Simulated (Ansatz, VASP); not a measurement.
## Two plane-wave programs on CdSe

File POSCAR:

```
CdSe
1.0
    0.0000000000      2.9846019928      2.9846019928
    2.9846019928      0.0000000000      2.9846019928
    2.9846019928      2.9846019928      0.0000000000
Cd Se
1 1
Direct
    0.0000000000      0.0000000000      0.0000000000
    0.5000000000      0.5000000000      0.5000000000
```

File INCAR.step1:

```
PREC = Accurate ; ENCUT = 550
ISMEAR = 0 ; SIGMA = 0.01
LREAL = False ; LASPH = True
NELM = 120 ; NBANDS = 16
GGA = PE ; ALGO = Normal
EDIFF = 1E-5 ; LWAVE = True
LCHARG = False ; GGA_COMPAT = False
```

The input INCAR.step2:

```
PREC = Accurate ; ENCUT = 550
EDIFF = 1E-6 ; ISMEAR = 0
SIGMA = 0.01 ; LREAL = False
LASPH = True ; NELM = 120
ALGO = Normal ; ISIF = 2
LWAVE = False ; LCHARG = False
METAGGA = R2SCAN ; LMIXTAU = True
NBANDS = 16 ; ISTART = 1
GGA_COMPAT = False
```

The input KPOINTS:

```
regular mesh
0
Gamma
  5 5 5
```

Input for Ansatz:

```yaml
crystal:
  lattice:
    - [0.0, 2.984601992793559, 2.984601992793559]
    - [2.984601992793559, 0.0, 2.984601992793559]
    - [2.984601992793559, 2.984601992793559, 0.0]
  atoms:
    - { symbol: Cd, position: [0.0, 0.0, 0.0] }
    - { symbol: Se, position: [0.5, 0.5, 0.5] }
basis:
  ecutwfc: 653.073269903712
kpoints:
  mp_grid:
    grid: [5, 5, 5]
hamiltonian:
  xc: r2scan
scf:
  occupations:
    method: fixed
output:
  stress: true
```

Alike in both runs: task single point; functional r2SCAN; k mesh 5 × 5 × 5; no spin polarisation.

|  | VASP | Ansatz |
| --- | --- | --- |
| version | VASP 6.6.1 | Ansatz 0.2.0 |
| potentials or method | VASP PAW PBE potentials, release 64 (Cd, Se), cutoff 550 eV | plane waves, PAW |
| occupations | gaussian, width 0.01 eV | fixed |
| valence electrons in the cell | 18 | 36 |

|  | VASP | Ansatz | Ansatz less VASP |
| --- | --- | --- | --- |
| pressure (GPa) | -7.0 | -7.2 | -0.17 |

VASP's potentials were made for PBE, not for r2SCAN. VASP's potentials hold 18 valence electrons a cell and Ansatz's 36, so a difference there can come from the potentials and not from the codes.
